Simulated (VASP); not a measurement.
A run of VASP 6.6.1 is set up as follows.

File INCAR:

```
PREC = Accurate
ENCUT = 520
EDIFF = 1E-6
ISMEAR = 0
SIGMA = 0.05
LREAL = False
LASPH = True
NELM = 100
ALGO = Normal
ISIF = 2
LWAVE = False
LCHARG = False
GGA = PS
NBANDS = 14
```

Contents of KPOINTS:

```
regular mesh
0
Gamma
  8 8 8
```

File POSCAR:

```
NaCl
1.0
    0.0000000000      2.8378837144      2.8378837144
    2.8378837144      0.0000000000      2.8378837144
    2.8378837144      2.8378837144      0.0000000000
Na Cl
1 1
Direct
    0.0000000000      0.0000000000      0.0000000000
    0.5000000000      0.5000000000      0.5000000000
```

Potentials or basis: VASP PAW PBE potentials, release 64 (Na_pv, Cl).

Run with:

```console
$ cat potpaw_PBE.64/Na_pv/POTCAR potpaw_PBE.64/Cl/POTCAR > POTCAR
$ mpirun -np 1 vasp_std > vasp.out
```

Problem. Estimate the pressure.

Solution. -0.9 GPa.

Problem. Predict the band gap on the k mesh.

Solution. 4.86 eV, direct.

Caveat: the PAW data sets were made with another functional, which shifts forces and pressure a little. A k mesh can miss the band edges.
